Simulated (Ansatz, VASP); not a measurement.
**One calculation of Ti, two programs**

```
Ti
1.0
    -1.62762    1.62762    1.87176
     1.62762   -1.62762    1.87176
     1.62762    1.62762   -1.87176
Ti
1
Direct
  0.00000 0.00000 0.00000
```

Change from the starting cell: engineering shear strain xy +0.0000, normal strain along z +0.1500.

Alike in both runs: task single point; functional PBE; k mesh 20 × 20 × 20; occupations gaussian, width 0.15 eV; no spin polarisation.

```csv
,VASP,Ansatz
version,VASP 6.6.1,Ansatz 0.2.0
potentials or method,"VASP PAW PBE potentials, release 64 (Ti_sv), cutoff 520 eV","scalar-relativistic, plane waves, PAW"
valence electrons in the cell,12,12
```

```tsv
	VASP	Ansatz	Ansatz less VASP
gap on the k mesh at the Fermi level (eV)	none	none	-
pressure (GPa)	-12.1	-11.3	+0.74
traceless stress, the component that is largest in VASP (GPa)	1.99	2.01	+0.025
```

A gap of «none» marks a metal or a gap that the smearing closes. With one functional, cell and mesh, what is left measures potentials, basis and numerics.
